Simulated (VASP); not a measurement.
# Hf (P6_3/mmc) in VASP: notebook

Hf is run at these levels: PBE; tasks: single point, relaxation of cell and atoms.

Everything below comes from runs of VASP 6.6.1. Logs are shortened: lines on timing, memory, paths and dates and some standing lists are left out, and cuts for length are marked.

## 1. The cell of the first run

The structure is hexagonal, space group P6_3/mmc (No. 194). Conventional cell: a = 3.204 Å, b = 3.204 Å, c = 5.065 Å, α = 90.00°, β = 90.00°, γ = 120.00°. Hf (site symmetry -6m2) has 12 Hf at 3.14 to 3.20 Å within 4.1 Å.

## 2. Single point, PBE (22.52 Å³/atom)

File INCAR:

```
  PREC = Accurate
  ENCUT = 520
  EDIFF = 1E-6
  ISMEAR = -1
  SIGMA = 0.05
  LREAL = False
  LASPH = True
  NELM = 60
  ALGO = Normal
  ISIF = 2
  LWAVE = False
  LCHARG = False
  GGA = PE
  NBANDS = 17
```

File KPOINTS:

```
Automatic mesh
0
Gamma
  14 14 8
```

File POSCAR:

```
Hf
1.0
    3.2044159556      0.0000000000      0.0000000000
   -1.6022079778      2.7751056218      0.0000000000
    0.0000000000      0.0000000000      5.0650057041
Hf
2
Direct
    0.3333333333      0.6666666667      0.2500000000
    0.6666666667      0.3333333333      0.7500000000
```

Potentials or basis: VASP PAW PBE potentials, release 64 (Hf_pv).

Run with:

```sh
$ cat potpaw_PBE.64/Hf_pv/POTCAR > POTCAR
$ mpirun -np 1 vasp_std > vasp.out
```

OUTCAR:

```text
PREC = Accurate
   ENCUT = 520
   EDIFF = 1E-6
   ISMEAR = -1
   LREAL = False
   LASPH = True
   NELM = 60
   ISIF = 2
   GGA = PE

 ion  position               nearest neighbor table
   1  0.333  0.667  0.250-   2 3.14   2 3.14   2 3.14   2 3.14   2 3.14   2 3.14
   2  0.667  0.333  0.750-   1 3.14   1 3.14   1 3.14   1 3.14   1 3.14   1 3.14

  LATTYP: Found a hexagonal cell.
 ALAT       =     3.2044159556
 C/A-ratio  =     1.5806330309

  Lattice vectors:

 A1 = (   3.2044159556,   0.0000000000,   0.0000000000)
 A2 = (  -1.6022079778,   2.7751056218,   0.0000000000)
 A3 = (   0.0000000000,   0.0000000000,   5.0650057041)

Analysis of symmetry for initial positions (statically):
=====================================================================
 Subroutine PRICEL returns:
 Original cell was already a primitive cell.

 Routine SETGRP: Setting up the symmetry group for a
 hexagonal supercell.

 Subroutine GETGRP returns: Found 24 space group operations
 (whereof 12 operations were pure point group operations)
 out of a pool of 24 trial point group operations.

The static configuration has the point symmetry D_3d.
 The point group associated with its full space group is D_6h.

Analysis of symmetry for dynamics (positions and initial velocities):
=====================================================================
 Subroutine PRICEL returns:
 Original cell was already a primitive cell.

 Routine SETGRP: Setting up the symmetry group for a
 hexagonal supercell.

 Subroutine GETGRP returns: Found 24 space group operations
 (whereof 12 operations were pure point group operations)
 out of a pool of 24 trial point group operations.

The dynamic configuration has the point symmetry D_3d.
 The point group associated with its full space group is D_6h.

 Subroutine INISYM returns: Found 24 space group operations
 (whereof 12 operations are pure point group operations),
 and found     1 'primitive' translations

----------------------------------------------------------------------------------------

                                     Primitive cell

  volume of cell :      45.0410

  direct lattice vectors                    reciprocal lattice vectors
     3.204415956  0.000000000  0.000000000     0.312069349  0.180173322  0.000000000
    -1.602207978  2.775105622  0.000000000     0.000000000  0.360346645  0.000000000
     0.000000000  0.000000000  5.065005704     0.000000000  0.000000000  0.197433144

  length of vectors
     3.204415956  3.204415956  5.065005704     0.360346645  0.360346645  0.197433144

  position of ions in fractional coordinates (direct lattice)
     0.333333333  0.666666667  0.250000000
     0.666666667  0.333333333  0.750000000

  ion indices of the primitive-cell ions
   primitive index   ion index
                 1           1
                 2           2

----------------------------------------------------------------------------------------

 KPOINTS: Automatic mesh

Automatic generation of k-mesh.
 Grid dimensions read from file:
 generate k-points for:   14   14    8

 Generating k-lattice:

  Cartesian coordinates                     Fractional coordinates (reciprocal lattice)
     0.022290668  0.012869523  0.000000000     0.071428571  0.000000000  0.000000000
     0.000000000  0.025739046  0.000000000     0.000000000  0.071428571  0.000000000
     0.000000000  0.000000000  0.024679143     0.000000000  0.000000000  0.125000000

  Length of vectors
     0.025739046  0.025739046  0.024679143

  Shift w.r.t. Gamma in fractional coordinates (k-lattice)
     0.000000000  0.000000000  0.000000000

 Subroutine IBZKPT returns following result:
 ===========================================

 Found    120 irreducible k-points:

 Following reciprocal coordinates:
            Coordinates               Weight
  0.000000  0.000000  0.000000      1.000000
  0.071429  0.000000  0.000000      6.000000
  0.142857  0.000000  0.000000      6.000000
  0.214286 -0.000000  0.000000      6.000000
  0.285714  0.000000  0.000000      6.000000
  0.357143 -0.000000  0.000000      6.000000
[... 16 lines left out ...]
  0.285714  0.285714  0.000000      6.000000
  0.357143  0.285714  0.000000      6.000000
 [... further k-points ...]
   k-points           NKPTS =    120   k-points in BZ     NKDIM =    120   number of bands    NBANDS=     17
   number of dos      NEDOS =    301   number of ions     NIONS =      2
   total plane-waves  NPLWV =  23040
   dimension x,y,z NGX =    24 NGY =   24 NGZ =   40
   dimension x,y,z NGXF=    48 NGYF=   48 NGZF=   80
   ions per type =               2
   NGX,Y,Z   is equivalent  to a cutoff of  12.45, 12.45, 13.13 a.u.
   NGXF,Y,Z  is equivalent  to a cutoff of  24.90, 24.90, 26.26 a.u.
 SYSTEM =  unknown system
   PREC   = accura    normal or accurate (medium, high low for compatibility)
   ISTART =      0    job   : 0-new  1-cont  2-samecut
   ICHARG =      2    charge: 1-file 2-atom 10-const
   ISPIN  =      1    spin polarized calculation?
   LNONCOLLINEAR =      F non collinear calculations
   LSORBIT =      F    spin-orbit coupling
   LASPH  =      T    aspherical Exc in radial PAW
   ENCUT  =  520.0 eV  38.22 Ry    6.18 a.u.   5.96  5.96  9.42*2*pi/ulx,y,z
   NELM   =     60;   NELMIN=  2; NELMDL= -5     # of ELM steps
   EDIFF  = 0.1E-05   stopping-criterion for ELM
   LREAL  =      F    real-space projection
   EDIFFG = 0.1E-04   stopping-criterion for IOM
   NSW    =      0    number of steps for IOM
   IBRION =     -1    ionic relax: 0-MD 1-quasi-New 2-CG
   NFREE  =      0    steps in history (QN), initial steepest desc. (CG)
   ISIF   =      2    stress and relaxation
   ISYM   =      2    0-nonsym 1-usesym 2-fastsym
   POTIM  = 0.5000    time-step for ionic-motion
   TEBEG  =    0.0;   TEEND  =   0.0 temperature during run
   PSTRESS=    0.0 pullay stress
   NELECT =      20.0000    total number of electrons
   NUPDOWN=      -1.0000    fix difference up-down
   EMIN   =  10.00;   EMAX   =-10.00  energy-range for DOS
   EFERMI =   0.00;   METHOD = LEGACY
   ISMEAR =    -1;   SIGMA  =   0.05  broadening in eV -4-tet -1-fermi 0-gaus
   EFERMI_NEDOS =   21; number of points for ismear=-14 and -15
   IALGO  =     38    algorithm
   IMIX   =      4    mixing-type and parameters
     AMIX     =   0.40;   BMIX     =  1.00
     AMIX_MAG =   1.60;   BMIX_MAG =  1.00
  volume/ion in A,a.u.               =      22.52       151.98
  Fermi-wavevector in a.u.,A,eV,Ry     =   1.248961  2.360193 21.223761  1.559902
  Thomas-Fermi vector in A             =   2.383023
   LORBIT       =      0    0 simple, 1 ext, 2 COOP (PROOUT), +10 PAW based schemes
   GGA     = PE    functional components
   LHFCALC =     F    Hartree Fock is set to
   AEXX    =    0.0000 exact exchange contribution
   IVDW    =     0    specifies the selected vdW correction
   LEPSILON=     F    determine dielectric tensor
   LRPA    =     F    only Hartree local field effects (RPA)
 non-spin polarized calculation
  energy-cutoff  :      520.00
  volume of cell :       45.04
 maximum number of plane-waves:      1232
 NGX is ok and might be reduce to    24
   NGX = 11   NGY = 11   NGZ = 19

 number of electron      20.0000005 magnetization

 Free energy of the ion-electron system (eV)
  ---------------------------------------------------
  ext. energy  EPLUGINS =         0.00000000
  ---------------------------------------------------
  free energy    TOTEN  =       -19.85704689 eV

  energy without entropy =      -19.84603721  energy(sigma->0) =      -19.85154205

 E-fermi :   4.8757     XC(G=0): -11.2529

 val. band max:        4.8611562183   @ k =   0.2857   0.2857   0.2500
 cond. band min:       4.8817724520   @ k =   0.4286   0.1429   0.3750
 fundamental gap:      0.0206162337
 Fermi energy:         4.8756547836

 k-point     1 :       0.0000    0.0000    0.0000
  band No.  band energies     occupation
      1     -26.2097      2.00000
      2     -25.4805      2.00000
      3     -25.4805      2.00000
      4     -25.3604      2.00000
      5     -25.3547      2.00000
      6     -25.3547      2.00000
[... 9 lines left out ...]
     16       7.4886      0.00000
     17      10.1691      0.00000

 k-point     2 :       0.0714    0.0000    0.0000
  band No.  band energies     occupation
      1     -26.1968      2.00000
      2     -25.5079      2.00000
      3     -25.4898      2.00000
      4     -25.3838      2.00000
      5     -25.3663      2.00000
      6     -25.3584      2.00000
[... 9 lines left out ...]
     16       7.3416      0.00000
     17      10.2885      0.00000

 k-point     3 :       0.1429    0.0000    0.0000
  band No.  band energies     occupation
      1     -26.1593      2.00000
      2     -25.5849      2.00000
      3     -25.5151      2.00000
      4     -25.4636      2.00000
      5     -25.3843      2.00000
      6     -25.3692      2.00000
[... 9 lines left out ...]
     16       7.4058      0.00000
     17      10.5566      0.00000

 k-point     4 :       0.2143   -0.0000    0.0000
  band No.  band energies     occupation
      1     -26.1009      2.00000
      2     -25.6963      2.00000
      3     -25.5751      2.00000
      4     -25.5503      2.00000
      5     -25.4144      2.00000
      6     -25.3860      2.00000
[... 9 lines left out ...]
     16       8.0474      0.00000
     17      10.8357      0.00000
[... 343 lines left out ...]
      1     -25.9663      2.00000
      2     -25.8360      2.00000
      3     -25.7961      2.00000
      4     -25.7489      2.00000
      5     -25.6212      2.00000
      6     -25.5784      2.00000
[... 9 lines left out ...]
     16      10.7405      0.00000
     17      11.3413      0.00000

 k-point    23 :       0.2857    0.2857    0.0000
  band No.  band energies     occupation
      1     -25.9380      2.00000
      2     -25.8411      2.00000
      3     -25.7856      2.00000
      4     -25.7489      2.00000
      5     -25.6302      2.00000
      6     -25.6184      2.00000
[... 9 lines left out ...]
     16      10.6580      0.00000
     17      11.3234      0.00000

 k-point    24 :       0.3571    0.2857    0.0000
  band No.  band energies     occupation
      1     -25.9402      2.00000
      2     -25.8032      2.00000
      3     -25.8000      2.00000
      4     -25.7399      2.00000
      5     -25.6713      2.00000
      6     -25.6448      2.00000
[... 9 lines left out ...]
     16      10.6195      0.00000
     17      10.6265      0.00000

 [... further k-points ...]

------------------------ aborting loop because EDIFF is reached ----------------------------------------

  FORCE on cell =-STRESS in cart. coord.  units (eV):
  Direction    XX          YY          ZZ          XY          YZ          ZX
  --------------------------------------------------------------------------------------
  -------------------------------------------------------------------------------------
  Total       -0.1014280     -0.1014280     -0.1391628      0.0000000      0.0000000      0.0000000
  in kB       -3.6079482     -3.6079482     -4.9502310      0.0000000      0.0000000      0.0000000
  external PRESSURE =      -4.0553758 kB  Pullay stress =       0.0000000 kB

 VOLUME and BASIS-vectors are now :
 -----------------------------------------------------------------------------
  energy-cutoff  :      520.00
  volume of cell :       45.04
      direct lattice vectors                 reciprocal lattice vectors
     3.204415956  0.000000000  0.000000000     0.312069349  0.180173322  0.000000000
    -1.602207978  2.775105622  0.000000000     0.000000000  0.360346645  0.000000000
     0.000000000  0.000000000  5.065005704     0.000000000  0.000000000  0.197433144

 POSITION                                       TOTAL-FORCE (eV/Angst)
 -----------------------------------------------------------------------------------
     -0.00000      1.85007      1.26625         0.000000     -0.000000      0.000000
      1.60221      0.92504      3.79875        -0.000000      0.000000      0.000000
 -----------------------------------------------------------------------------------
    total drift:                               -0.000000      0.000000     -0.000000

  FREE ENERGIE OF THE ION-ELECTRON SYSTEM (eV)
  ---------------------------------------------------
  free  energy   TOTEN  =       -19.8570468890 eV

  energy  without entropy=      -19.8460372145  energy(sigma->0) =      -19.85154205
```

It took 25 s on 1 thread of Intel Xeon Platinum 8559C (Emerald Rapids), shared host; peak memory 0.21 GiB.

What came out:

```
Free energy            : -19.8570 eV
Pressure               : -0.4 GPa
Band gap on the k mesh : zero (bands 10 and 11 overlap by 1.55 eV)
```

Levels at points of the mesh, in eV from the Fermi level:
| k point | band 8 | band 9 | band 10 | band 11 | band 12 | band 13 |
| --- | --- | --- | --- | --- | --- | --- |
| (0.00, 0.00, 0.00) | -3.69 | 0.62 | 1.17 | 1.17 | 1.46 | 1.99 |
| (0.50, 0.00, 0.00) | -2.72 | -2.21 | -0.82 | 0.78 | 0.86 | 1.67 |
| (0.00, 0.00, 0.50) | -5.39 | 0.15 | 0.15 | 1.06 | 1.06 | 1.06 |
| (0.50, 0.00, 0.50) | -3.39 | -0.97 | -0.97 | 1.15 | 1.15 | 2.63 |

Caveat: spin-orbit coupling is left out, which moves the levels of the heavy elements.

(Part 1 of 2 ends here.)

The gap in the log of VASP goes by the Fermi energy; the results here count the filled bands.